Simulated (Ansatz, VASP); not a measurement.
Two plane-wave programs on Al

```xyz
3
Lattice="3.7098 0.0000 0.0000 -1.8549 3.2127 0.0000 0.0000 0.0000 4.2160" Properties=species:S:1:pos:R:3 pbc="T T T"
Al    0.8050    0.0000    0.7027
Al   -0.4025    0.6972    3.5133
Al    1.4524    2.5156    2.1080
```

Alike in both runs: task relaxation of cell and atoms; functional PBE; k mesh 6 × 6 × 4; occupations gaussian, width 0.1 eV; no spin polarisation.

|  | VASP | Ansatz |
| --- | --- | --- |
| version | VASP 6.6.1 | Ansatz 0.2.0 |
| potentials or method | VASP PAW PBE potentials, release 64 (Al), cutoff 500 eV | scalar-relativistic, plane waves, PAW |
| valence electrons in the cell | 9 | 9 |

|  | VASP | Ansatz | Ansatz less VASP |
| --- | --- | --- | --- |
| gap on the k mesh at the Fermi level, each at its own relaxed structure (eV) | none | none | - |
| relaxed volume (Å³/atom) | 16.41 | 17.62 | +1.209 |
| relaxed cell length with the largest relative difference (Å) | 2.853 | 4.366 | +1.5132 |

A gap of «none» marks a metal or a gap that the smearing closes. One of these differences is far larger than is usual between the two programs; its cause wasn't traced.

The k mesh is coarse, so the values compare programs but aren't converged.
